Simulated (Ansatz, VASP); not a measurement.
## H20CO9: VASP beside Ansatz

```
O H C
1.0
     6.96376    0.00000    0.00000
     0.00000    6.96376    0.00000
     0.00000    0.00000    6.96376
O H C
9 20 1
Direct
  0.14692 0.40381 0.63773
  0.15598 0.55928 0.25378
  0.84881 0.45052 0.01506
  0.40567 0.91797 0.64025
  0.69148 0.67279 0.73280
  0.03853 0.90380 0.79190
  0.47391 0.21257 0.90723
  0.38159 0.92992 0.23415
  0.86323 0.14494 0.52812
  0.05638 0.46051 0.72919
  0.14830 0.48989 0.52487
  0.04083 0.51983 0.17980
  0.25706 0.47578 0.20587
  0.77920 0.55329 0.94632
  0.75633 0.34332 0.00792
  0.39721 0.93861 0.50009
  0.27225 0.89630 0.68681
  0.58216 0.76154 0.70228
  0.67197 0.56235 0.64969
  0.97580 0.00857 0.71779
  0.94105 0.80283 0.77811
  0.38437 0.30424 0.84882
  0.47790 0.11212 0.80621
  0.28601 0.83485 0.19537
  0.38951 0.02418 0.12989
  0.74516 0.93032 0.36527
  0.97633 0.23157 0.53030
  0.89643 0.08807 0.23136
  0.99995 0.91250 0.38931
  0.87890 0.01271 0.36949
```

Alike in both runs: functional PBE; dispersion D3(BJ); k mesh 1 × 1 × 1; occupations fermi-dirac, width 0.02 eV; no spin polarisation.

Ansatz relaxed the structure, and its values are those at the end. VASP's run is a single point on that final structure, the one shown.

|  | VASP | Ansatz |
| --- | --- | --- |
| version | VASP 6.6.1 | Ansatz 0.2.0 |
| potentials or method | VASP PAW PBE potentials, release 64 (O, H, C), cutoff 520 eV | scalar-relativistic, plane waves, PAW |
| valence electrons in the cell | 78 | 78 |

|  | VASP | Ansatz | Ansatz less VASP |
| --- | --- | --- | --- |
| rms of the force components (eV/Å) | 0.073 | 0.089 | +0.0160 |
